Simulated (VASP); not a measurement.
Set up this calculation in VASP 6.6.1, as the native input.

* Task: single point
* Functional: LDA
* Potentials or basis: VASP PAW LDA potentials, release 64 (Ni)
* Cutoff: 520 eV
* k mesh: 12 × 12 × 12, shifted
* Occupations: methfessel-paxton, width 0.2 eV
* Spin: collinear spin, ferromagnetic start
* Starting moments: [1.5] μB
* Dipole correction: no
* Further INCAR settings: ALGO = Normal; EDIFF = 1e-06; NBANDS = 15

The structure of Ni lies in POSCAR:

```
Ni
1.0
   -1.3837154700      1.3837154700      1.3837154700
    1.3837154700     -1.3837154700      1.3837154700
    1.3837154700      1.3837154700     -1.3837154700
Ni
1
Direct
    0.0000000000      0.0000000000      0.0000000000
```

The input as run:

INCAR

```
PREC     = Accurate       # precision mode
ENCUT    = 520            # plane-wave cutoff, eV
EDIFF    = 1E-6           # SCF threshold, eV
ISMEAR   = 1              # smearing method
SIGMA    = 0.2            # smearing width, eV
LREAL    = F              # projectors in reciprocal space
LASPH    = T              # aspherical terms in the spheres
NELM     = 150            # most SCF steps
ALGO     = Normal         # electronic algorithm
ISIF     = 2              # what is computed and relaxed
LWAVE    = F              # write WAVECAR
LCHARG   = F              # write CHGCAR
ISPIN    = 2              # spin polarisation
MAGMOM   = 1.5            # initial moments
LORBIT   = 11             # projections on sites
LMAXMIX  = 4              # l up to which the mixer works
GGA      = CA             # functional
NBANDS   = 15             # bands
```

KPOINTS

```
Automatic mesh
0
Gamma
  12 12 12
  0.5 0.5 0.5
```

Potentials or basis: VASP PAW LDA potentials, release 64 (Ni).

Run with:

```console
$ cat potpaw_LDA.64/Ni/POTCAR > POTCAR
$ mpirun -np 1 vasp_std > vasp.out
```

It gave:

```json
{
  "Pressure": "-10.6 GPa",
  "Net moment": "0.52 μB per cell",
  "Site moments": "Ni +0.52 μB",
  "Valence electrons inside the program's atomic spheres": "Ni 9.37"
}
```

Run time: 14 s on 1 thread of Intel(R) Xeon(R) Platinum 8488C (Sapphire Rapids), with other jobs on the host, peak memory 0.12 GiB.
